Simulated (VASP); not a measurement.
Write the native input for VASP 6.6.1 that does the following.

```yaml
Task: relaxation of cell and atoms
Functional: RPBE
Potentials_or_basis: VASP PAW PBE potentials, release 64 (Cu, O)
Cutoff: 600 eV
k_mesh: 11 × 11 × 11
Occupations: fermi-dirac, width 0.05 eV
Spin: no spin polarisation
Dipole_correction: no
Further_INCAR_settings: ALGO = Normal; EDIFF = 1e-06; IBRION = 2; EDIFFG = -0.01; NSW = 60; ISIF = 3
```

The structure of CuO lies in POSCAR:

```
CuO
1.0
    0.0000000000      2.1165600000      2.1165600000
    2.1165600000      0.0000000000      2.1165600000
    2.1165600000      2.1165600000      0.0000000000
Cu O
1 1
Direct
    0.0294977200      0.0281008700      0.9080259900
    0.4705022800      0.4718991300      0.5919740100
```

One way to write it, as run:

INCAR

```
SYSTEM = CuO
PREC     = Accurate       ! precision mode
ENCUT    = 600            ! plane-wave cutoff, eV
EDIFF    = 1E-6           ! SCF threshold, eV
ISMEAR   = -1             ! smearing method
SIGMA    = 0.05           ! smearing width, eV
LREAL    = .False.        ! projectors in reciprocal space
LASPH    = .True.         ! aspherical terms in the spheres
NELM     = 60             ! most SCF steps
ALGO     = Normal         ! electronic algorithm
ISIF     = 3              ! what is computed and relaxed
LWAVE    = .False.        ! write WAVECAR
LCHARG   = .False.        ! write CHGCAR
GGA      = RP             ! functional
IBRION   = 2              ! ionic algorithm
NSW      = 60             ! ionic steps
EDIFFG   = -0.01          ! ionic threshold
```

KPOINTS

```
Automatic mesh
0
Gamma
  11 11 11
  0 0 0
```

Potentials or basis: VASP PAW PBE potentials, release 64 (Cu, O).

Run with:

```sh
$ cat potpaw_PBE.64/Cu/POTCAR potpaw_PBE.64/O/POTCAR > POTCAR
$ mpirun -np 1 vasp_std > vasp.out
```

It gave:

| Quantity | Value |
| --- | --- |
| Relaxed volume | 9.89 Å³/atom |
| Relaxed cell | a = 3.037 Å, b = 3.037 Å, c = 3.035 Å, α = 59.96°, β = 59.99°, γ = 59.99° |
| Space group after relaxing (to 0.1 Å) | Fm-3m (No. 225) |
| Energy gained by relaxing | 235.1 meV/atom |
| Ionic steps | 29 |
| Pressure after relaxing | 0.1 GPa |
| Largest force after relaxing | 0.005 eV/Å |
| Band gap on the k mesh | zero (an odd number of electrons rules out a gap without spin polarisation) |

Caveat: the PAW data sets were made with another functional, which shifts forces and pressure a little; an odd number of electrons without spin polarisation forces a metal; a magnetic or distorted state may lie lower; semilocal functionals often make such compounds metallic where correlation or magnetic order opens a gap, which also shifts bond lengths.

It took 23 min on 1 thread of Intel(R) Xeon(R) Platinum 8259CL CPU @ 2.50GHz (Skylake/Cascade Lake), with other jobs on the host, peak memory 0.38 GiB.
